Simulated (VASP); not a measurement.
**HfTa4F: single point with PBE**

Crystal: HfTa4F.

```
Hf Ta F
1.0
     0.00000    3.92551    3.92551
     3.92551    0.00000    3.92551
     3.92551    3.92551    0.00000
Hf Ta F
1 4 1
Direct
  0.75000 0.75000 0.75000
  0.86632 0.37789 0.37789
  0.37789 0.37789 0.37789
  0.37789 0.86632 0.37789
  0.37789 0.37789 0.86632
  0.00000 0.00000 0.00000
```

* Program: VASP 6.6.1
* Task: single point
* Functional: PBE
* Potentials or basis: VASP PAW PBE potentials, release 64 (Hf_pv, Ta_pv, F)
* Cutoff: 520 eV
* k mesh: 4 × 4 × 4
* Occupations: gaussian, width 0.1 eV
* Spin: no spin polarisation
* Dipole correction: no
* Further INCAR settings: ALGO = Normal; EDIFF = 1e-06; NBANDS = 40

| Property | Result |
| --- | --- |
| Pressure | 0.2 GPa |
| Largest force | 0.004 eV/Å |

Forces on the atoms (eV/Å):
```
Hf   0.000  0.000  0.000
Ta   0.002 -0.002 -0.002
Ta   0.002  0.002  0.002
Ta  -0.002  0.002 -0.002
Ta  -0.002 -0.002  0.002
F    0.000  0.000  0.000
```

Levels at points of the mesh, in eV from the Fermi level:
| k point | band 26 | band 27 | band 28 | band 29 | band 30 | band 31 | band 32 | band 33 | band 34 | band 35 |
| --- | --- | --- | --- | --- | --- | --- | --- | --- | --- | --- |
| (0.00, 0.00, 0.00) | -1.56 | -1.42 | -1.42 | -1.42 | 0.67 | 0.67 | 0.97 | 0.97 | 0.97 | 3.10 |
| (0.50, 0.00, 0.00) | -1.40 | -1.40 | -0.65 | -0.53 | -0.53 | -0.27 | 0.20 | 0.20 | 0.63 | 0.63 |
| (0.50, 0.50, 0.00) | -1.48 | -0.99 | -0.75 | -0.52 | -0.45 | -0.34 | -0.34 | 0.37 | 0.37 | 0.66 |

It took 26 s on 1 thread of Intel(R) Xeon(R) 6975P-C (Granite Rapids), on a shared host, peak memory 0.26 GiB.

Caveat: spin-orbit coupling is left out, which moves the levels of the heavy elements; an odd number of electrons without spin polarisation forces a metal; a magnetic or distorted state may lie lower.
